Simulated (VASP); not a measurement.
# CaF2 (Fm-3m) in VASP: single point with HSE06

Aim: the single point of CaF2 with HSE06.

All numbers are computed with VASP 6.6.1; they aren't measurements. Logs are shortened: lines on timing, memory, paths and dates and some standing lists are left out, and cuts for length are marked.

### Step 1. The cell of the first run

Symmetry: Fm-3m, No. 225, cubic system. Conventional cell: a = 5.276 Å, b = 5.276 Å, c = 5.276 Å, α = 90.00°, β = 90.00°, γ = 90.00°. Within 3.0 Å of Ca (site symmetry m-3m) lie 8 F at 2.28 Å. Within 3.0 Å of F (site symmetry -43m) lie 4 Ca at 2.28 Å and 6 F at 2.64 Å.

### Step 2. Single point, HSE06 (strain -3.0%)

Contents of POSCAR:

```
CaF2
1.0
    0.0000000000      2.6380051846      2.6380051846
    2.6380051846      0.0000000000      2.6380051846
    2.6380051846      2.6380051846      0.0000000000
Ca F
1 2
Direct
    0.0000000000      0.0000000000      0.0000000000
    0.2500000000      0.2500000000      0.2500000000
    0.7500000000      0.7500000000      0.7500000000
```

Contents of INCAR.step1:

```
PREC = Accurate ; ENCUT = 520
EDIFF = 1E-5 ; ISMEAR = 0
SIGMA = 0.01 ; LREAL = False
LASPH = True ; NELM = 120
ALGO = Normal ; ISIF = 2
LWAVE = True ; NBANDS = 19
GGA = PE ; GGA_COMPAT = False
```

Contents of INCAR.step2:

```
PREC = Accurate ; ENCUT = 520
EDIFF = 1E-6 ; ISMEAR = 0
SIGMA = 0.01 ; LREAL = False
LASPH = True ; NELM = 120
ALGO = Normal ; ISIF = 2
LWAVE = False ; LCHARG = True
GGA = PE ; LHFCALC = True
HFSCREEN = 0.2079 ; PRECFOCK = Normal
LELF = True ; LVHAR = True
NBANDS = 19 ; ISTART = 1
GGA_COMPAT = False
```

Contents of KPOINTS:

```
Automatic mesh
0
Gamma
  6 6 6
```

Potentials or basis: VASP PAW PBE potentials, release 64 (Ca_sv, F).

Started as:

```sh
cat potpaw_PBE.64/Ca_sv/POTCAR potpaw_PBE.64/F/POTCAR > POTCAR
cp INCAR.step1 INCAR
mpirun -np 1 vasp_std > vasp.out
cp INCAR.step2 INCAR
mpirun -np 1 vasp_std > vasp.out
```

OUTCAR:

```text
PREC = Accurate
   ENCUT = 520
   EDIFF = 1E-6
   ISMEAR = 0
   LREAL = False
   LASPH = True
   NELM = 120
   ISIF = 2
   GGA = PE
   LHFCALC = True
   HFSCREEN = 0.2079
   PRECFOCK = Normal
   ISTART = 1

 ion  position               nearest neighbor table
   1  0.000  0.000  0.000-   3 2.28   3 2.28   3 2.28   2 2.28   3 2.28   2 2.28   2 2.28   2 2.28

   2  0.250  0.250  0.250-   1 2.28   1 2.28   1 2.28   1 2.28
   3  0.750  0.750  0.750-   1 2.28   1 2.28   1 2.28   1 2.28

  LATTYP: Found a face centered cubic cell.
 ALAT       =     5.2760103692

  Lattice vectors:

 A1 = (   0.0000000000,   2.6380051846,   2.6380051846)
 A2 = (   2.6380051846,   0.0000000000,   2.6380051846)
 A3 = (   2.6380051846,   2.6380051846,   0.0000000000)

Analysis of symmetry for initial positions (statically):
=====================================================================
 Subroutine PRICEL returns:
 Original cell was already a primitive cell.

 Routine SETGRP: Setting up the symmetry group for a
 face centered cubic supercell.

 Subroutine GETGRP returns: Found 48 space group operations
 (whereof 48 operations were pure point group operations)
 out of a pool of 48 trial point group operations.

The static configuration has the point symmetry O_h .

Analysis of symmetry for dynamics (positions and initial velocities):
=====================================================================
 Subroutine PRICEL returns:
 Original cell was already a primitive cell.

 Routine SETGRP: Setting up the symmetry group for a
 face centered cubic supercell.

 Subroutine GETGRP returns: Found 48 space group operations
 (whereof 48 operations were pure point group operations)
 out of a pool of 48 trial point group operations.

The dynamic configuration has the point symmetry O_h .

 Subroutine INISYM returns: Found 48 space group operations
 (whereof 48 operations are pure point group operations),
 and found     1 'primitive' translations

----------------------------------------------------------------------------------------

                                     Primitive cell

  volume of cell :      36.7161

  direct lattice vectors                    reciprocal lattice vectors
     0.000000000  2.638005185  2.638005185    -0.189537156  0.189537156  0.189537156
[... 84 lines left out ...]
   NFREE  =      0    steps in history (QN), initial steepest desc. (CG)
   ISIF   =      2    stress and relaxation
   ISYM   =      3    0-nonsym 1-usesym 2-fastsym
   POTIM  = 0.5000    time-step for ionic-motion
   TEBEG  =    0.0;   TEEND  =   0.0 temperature during run
   PSTRESS=    0.0 pullay stress
   NELECT =      24.0000    total number of electrons
   NUPDOWN=      -1.0000    fix difference up-down
   EMIN   =  10.00;   EMAX   =-10.00  energy-range for DOS
   EFERMI =   0.00;   METHOD = LEGACY
   ISMEAR =     0;   SIGMA  =   0.01  broadening in eV -4-tet -1-fermi 0-gaus
   EFERMI_NEDOS =   21; number of points for ismear=-14 and -15
   IALGO  =     38    algorithm
   IMIX   =      1    mixing-type and parameters
     AMIX     =   0.40;   BMIX     =  1.00
     AMIX_MAG =   1.60;   BMIX_MAG =  1.00
  volume/ion in A,a.u.               =      12.24        82.59
  Fermi-wavevector in a.u.,A,eV,Ry     =   1.420778  2.684881 27.464864  2.018611
  Thomas-Fermi vector in A             =   2.541658
   LORBIT       =      0    0 simple, 1 ext, 2 COOP (PROOUT), +10 PAW based schemes
   GGA     = PE    functional components
   LHFCALC =     T    Hartree Fock is set to
   PRECFOCK=normal    Normal, Fast or Accurate (Low or Medium for compatibility)
   ENCUT4O =  -1.0   cutoff for four orbital integrals eV
   NKREDX  =     1    reduce k-point grid by
   NKREDY  =     1    reduce k-point grid by
   NKREDZ  =     1    reduce k-point grid by
   AEXX    =    0.2500 exact exchange contribution
   HFSCREEN=    0.2079 screening length (either q_TF or 0.3 A-1)
   HFSCREENC=   0.2079 screening length for correlation (either q_TF or 0.3 A-1)
   ENCUTFOCK=  -1.0 apply spherical cutoff to Coloumb kernel
   IVDW    =     0    specifies the selected vdW correction
   LEPSILON=     F    determine dielectric tensor
   LRPA    =     F    only Hartree local field effects (RPA)
 non-spin polarized calculation
 Gauss-broadening in eV      SIGMA  =   0.01
  energy-cutoff  :      520.00
  volume of cell :       36.72
 maximum number of plane-waves:      1002
  NGX = 24; NGY = 24; NGZ = 24

 number of electron      24.0000030 magnetization

 Free energy of the ion-electron system (eV)
  ---------------------------------------------------
  ext. energy  EPLUGINS =         0.00000000
  ---------------------------------------------------
  free energy    TOTEN  =       -20.44188717 eV

  energy without entropy =      -20.44188717  energy(sigma->0) =      -20.44188717

 E-fermi :  -1.9352     XC(G=0):  -8.3165

 val. band max:       -1.9983061013   @ k =   0.5000   0.5000   0.0000
 cond. band min:       8.0203694928   @ k =   0.0000   0.0000   0.0000
 fundamental gap:     10.0186755941
 Fermi energy:        -1.9351821523

 k-point     1 :       0.0000    0.0000    0.0000
  band No.  band energies     occupation
      1     -39.5425      2.00000
      2     -23.8131      2.00000
      3     -22.8400      2.00000
      4     -19.0072      2.00000
      5     -19.0072      2.00000
      6     -19.0072      2.00000
[... 329 lines left out ...]
      6     -18.4281      2.00000
[... 11 lines left out ...]
     18      16.0169      0.00000
     19      16.2635      0.00000

------------------------ aborting loop because EDIFF is reached ----------------------------------------

  FORCE on cell =-STRESS in cart. coord.  units (eV):
  Direction    XX          YY          ZZ          XY          YZ          ZX
  --------------------------------------------------------------------------------------
  -------------------------------------------------------------------------------------
  Total        2.7873430      2.7873430      2.7873430      0.0000000      0.0000000     -0.0000000
  in kB      121.6309423    121.6309423    121.6309423      0.0000000      0.0000000     -0.0000000
  external PRESSURE =     121.6309423 kB  Pullay stress =       0.0000000 kB

 VOLUME and BASIS-vectors are now :
 -----------------------------------------------------------------------------
  energy-cutoff  :      520.00
  volume of cell :       36.72
      direct lattice vectors                 reciprocal lattice vectors
     0.000000000  2.638005185  2.638005185    -0.189537156  0.189537156  0.189537156
     2.638005185  0.000000000  2.638005185     0.189537156 -0.189537156  0.189537156
     2.638005185  2.638005185  0.000000000     0.189537156  0.189537156 -0.189537156

 POSITION                                       TOTAL-FORCE (eV/Angst)
 -----------------------------------------------------------------------------------
      0.00000      0.00000      0.00000         0.000000      0.000000      0.000000
      1.31900      1.31900      1.31900         0.000000      0.000000      0.000000
      3.95701      3.95701      3.95701        -0.000000     -0.000000     -0.000000
 -----------------------------------------------------------------------------------
    total drift:                               -0.000000     -0.000000     -0.000000

  FREE ENERGIE OF THE ION-ELECTRON SYSTEM (eV)
  ---------------------------------------------------
  free  energy   TOTEN  =       -20.4418871750 eV

  energy  without entropy=      -20.4418871750  energy(sigma->0) =      -20.44188717
```

OUTCAR.step1:

```text
PREC = Accurate
   ENCUT = 520
   EDIFF = 1E-5
   ISMEAR = 0
   LREAL = False
[... 567 lines left out ...]
      0.00000      0.00000      0.00000        -0.000000     -0.000000     -0.000000
      1.31900      1.31900      1.31900        -0.000000     -0.000000     -0.000000
      3.95701      3.95701      3.95701         0.000000      0.000000      0.000000
 -----------------------------------------------------------------------------------
    total drift:                                0.000000      0.000000      0.000000

  FREE ENERGIE OF THE ION-ELECTRON SYSTEM (eV)
  ---------------------------------------------------
  free  energy   TOTEN  =       -17.1241527084 eV

  energy  without entropy=      -17.1241527084  energy(sigma->0) =      -17.12415271
```

OSZICAR.step1:

```text
N       E                     dE             d eps       ncg     rms          rms(c)
DAV:   1     0.220631027178E+03    0.22063E+03   -0.13809E+04   608   0.130E+03
DAV:   2    -0.686314195580E+01   -0.22749E+03   -0.22122E+03   715   0.361E+02
DAV:   3    -0.180553738750E+02   -0.11192E+02   -0.11142E+02   699   0.851E+01
DAV:   4    -0.184281898369E+02   -0.37282E+00   -0.37206E+00   933   0.117E+01
DAV:   5    -0.184302876748E+02   -0.20978E-02   -0.20977E-02   671   0.106E+00    0.799E+00
DAV:   6    -0.171064859629E+02    0.13238E+01   -0.51640E+00   650   0.163E+01    0.287E+00
DAV:   7    -0.171041343570E+02    0.23516E-02   -0.13076E-01   698   0.347E+00    0.168E+00
DAV:   8    -0.171217942766E+02   -0.17660E-01   -0.38629E-02   657   0.214E+00    0.228E-01
DAV:   9    -0.171234649764E+02   -0.16707E-02   -0.74509E-03   706   0.721E-01    0.128E-01
DAV:  10    -0.171240830309E+02   -0.61805E-03   -0.12680E-03   649   0.286E-01    0.188E-02
DAV:  11    -0.171241507891E+02   -0.67758E-04   -0.11427E-04   664   0.795E-02    0.100E-02
DAV:  12    -0.171241527084E+02   -0.19193E-05   -0.82370E-06   598   0.325E-02
   1 F= -.17124153E+02 E0= -.17124153E+02  d E =-.110284E-13
```

Run time: 39 min. Hardware: 1 thread of Intel Xeon 6975P-C (Granite Rapids), shared host; peak memory 0.29 GiB.

What came out:

```yaml
Free_energy: -20.4419 eV
Pressure: 12.2 GPa
Band_gap_on_the_k_mesh: 10.02 eV (least direct gap 10.30 eV)
```

Caveat: the cell differs from its parent crystal (strain -3.0%); the cell stands under pressure; the PAW data sets were made with another functional, which shifts forces and pressure a little. A k mesh can miss the band edges.
